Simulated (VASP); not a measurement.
Zr: single point with revPBE

Zr:

```xyz
3
Lattice="5.0084 0.0000 0.0000 -2.5042 4.3374 0.0000 0.0000 0.0000 3.1188" Properties=species:S:1:pos:R:3 pbc="T T T"
Zr    5.0084    0.0000    3.1188
Zr    0.0000    2.8916    1.5594
Zr    2.5042    1.4458    1.5594
```

This isn't the form of Zr at room conditions, which is hcp.

- Program: VASP 6.6.1
- Task: single point
- Functional: revPBE
- Potentials or basis: VASP PAW PBE potentials, release 64 (Zr_sv)
- Cutoff: 520 eV
- k mesh: 8 × 8 × 11
- Occupations: fermi-dirac, width 0.1 eV
- Spin: no spin polarisation

```yaml
Pressure: 4.0 GPa
Band_gap_on_the_k_mesh: zero (bands 18 and 19 overlap by 0.56 eV)
```

Levels at points of the mesh, in eV from the Fermi level:
| k point | band 16 | band 17 | band 18 | band 19 | band 20 | band 21 |
| --- | --- | --- | --- | --- | --- | --- |
| (0.00, 0.00, 0.00) | -0.48 | -0.44 | -0.44 | -0.16 | 0.86 | 1.68 |
| (0.50, 0.00, 0.00) | -0.61 | -0.59 | -0.48 | 0.02 | 0.72 | 1.19 |

It took 67 s on 1 thread of Intel(R) Xeon(R) 6975P-C (Granite Rapids) (shared host), peak memory 0.23 GiB.

Caveat: the cell stands under pressure; the PAW data sets were made with another functional, which shifts forces and pressure a little.
